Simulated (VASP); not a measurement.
Write the native input for VASP 6.6.1 that does the following.

```
Task                   : electric field gradients
Functional             : PBE
Potentials or basis    : VASP PAW PBE potentials, release 64 (Cd, F)
Cutoff                 : 520 eV
k mesh                 : 7 × 7 × 7
Occupations            : fermi-dirac, width 0.03 eV
Spin                   : no spin polarisation
Dipole correction      : no
Further INCAR settings : ALGO = Normal; EDIFF = 1e-08; NBANDS = 20
```

The structure of CdF2 lies in POSCAR:

```
CdF2
1.0
    0.0000000000      2.7005188915      2.7005188915
    2.7005188915      0.0000000000      2.7005188915
    2.7005188915      2.7005188915      0.0000000000
Cd F
1 2
Direct
    0.0000000000      0.0000000000      0.0000000000
    0.2500000000      0.2500000000      0.2500000000
    0.7500000000      0.7500000000      0.7500000000
```

The input as run:

INCAR

```
SYSTEM = CdF2
  PREC = Accurate
  ENCUT = 520
  EDIFF = 1E-8
  ISMEAR = -1
  SIGMA = 0.03
  LREAL = .FALSE.
  LASPH = .TRUE.
  NELM = 100
  ALGO = Normal
  ISIF = 2
  LWAVE = .FALSE.
  LCHARG = .FALSE.
  GGA = PE
  LEFG = .TRUE.
  NBANDS = 20
```

KPOINTS

```
regular mesh
0
G
  7 7 7
  0 0 0
```

Potentials or basis: VASP PAW PBE potentials, release 64 (Cd, F).

Run with:

```bash
$ cat potpaw_PBE.64/Cd/POTCAR potpaw_PBE.64/F/POTCAR > POTCAR
$ mpirun -np 1 vasp_std > vasp.out
```

Results of the run:

| Item | Value |
| --- | --- |
| Pressure | 5.3 GPa |
| Band gap on the k mesh | 3.10 eV (least direct gap 3.55 eV) |
| Largest electric field gradient by atom | zero within the noise of the run |

Caveat: the cell stands under pressure; an odd mesh through Γ misses points on the zone boundary, where band edges can lie.

Wall time 9.9 s on 1 thread of Intel(R) Xeon(R) 6975P-C (Granite Rapids), with other jobs on the host, peak memory 0.16 GiB.
